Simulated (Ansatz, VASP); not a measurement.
**CdSe: VASP beside Ansatz**

Contents of POSCAR:

```
CdSe
1.0
    0.0000000000      2.8429458735      2.8429458735
    2.8429458735      0.0000000000      2.8429458735
    2.8429458735      2.8429458735      0.0000000000
Cd Se
1 1
Direct
    0.0000000000      0.0000000000      0.0000000000
    0.5000000000      0.5000000000      0.5000000000
```

File INCAR.step1:

```
  PREC = Accurate
  ENCUT = 520
  EDIFF = 1E-5
  ISMEAR = -1
  SIGMA = 0.02
  LREAL = False
  LASPH = True
  NELM = 80
  ALGO = Normal
  ISIF = 2
  LWAVE = True
  LCHARG = False
  NBANDS = 16
  GGA = PE
```

Contents of INCAR.step2:

```
  PREC = Accurate
  ENCUT = 520
  EDIFF = 1E-6
  ISMEAR = -1
  SIGMA = 0.02
  LREAL = False
  LASPH = True
  NELM = 80
  ALGO = Normal
  ISIF = 2
  LWAVE = False
  LCHARG = False
  GGA = PE
  LHFCALC = True
  AEXX = 0.1
  HFSCREEN = 0.5
  PRECFOCK = Normal
  NBANDS = 16
  ISTART = 1
```

KPOINTS

```
Automatic mesh
0
Gamma
  4 4 4
```

Input for Ansatz:

```yaml
crystal:
  lattice:
    - [0.0, 2.8429458735, 2.8429458735]
    - [2.8429458735, 0.0, 2.8429458735]
    - [2.8429458735, 2.8429458735, 0.0]
  atoms:
    - { symbol: Cd, position: [0.0, 0.0, 0.0] }
    - { symbol: Se, position: [0.5, 0.5, 0.5] }
kpoints:
  mp_grid: { grid: [4, 4, 4] }
hamiltonian:
  xc: { exchange: pbe, correlation: pbe, exx: { coeff: 0.1, omega: 0.5 } }
scf:
  occupations: { method: fermi_dirac, width: 0.02 }
  n_extra_bands: 4
output:
  forces: true
  stress: true
  eigenvalues: true
```

Alike in both runs: task single point; functional PBE-based screened hybrid with a share of 0.1 of exact exchange and HFSCREEN = 0.5; k mesh 4 × 4 × 4; occupations fermi-dirac, width 0.02 eV; no spin polarisation.

|  | VASP | Ansatz |
| --- | --- | --- |
| version | VASP 6.6.1 | Ansatz 0.2.0 |
| potentials or method | VASP PAW PBE potentials, release 64 (Cd, Se) | plane waves |
| plane-wave cutoff (eV) | 520 | 420 |
| valence electrons in the cell | 18 | 36 |

|  | VASP | Ansatz | Ansatz less VASP |
| --- | --- | --- | --- |
| pressure (GPa) | 2.0 | 1.7 | -0.32 |

VASP's potentials were made for PBE, not for PBE-based screened hybrid. VASP's potentials hold 18 valence electrons a cell and Ansatz's 36, so a difference there can come from the potentials and not from the codes. Ansatz's warnings: filled band counts differ across k points, stress exchange threshold loose, stress scf threshold loose.

The k mesh is coarse, so the values compare programs but aren't converged.
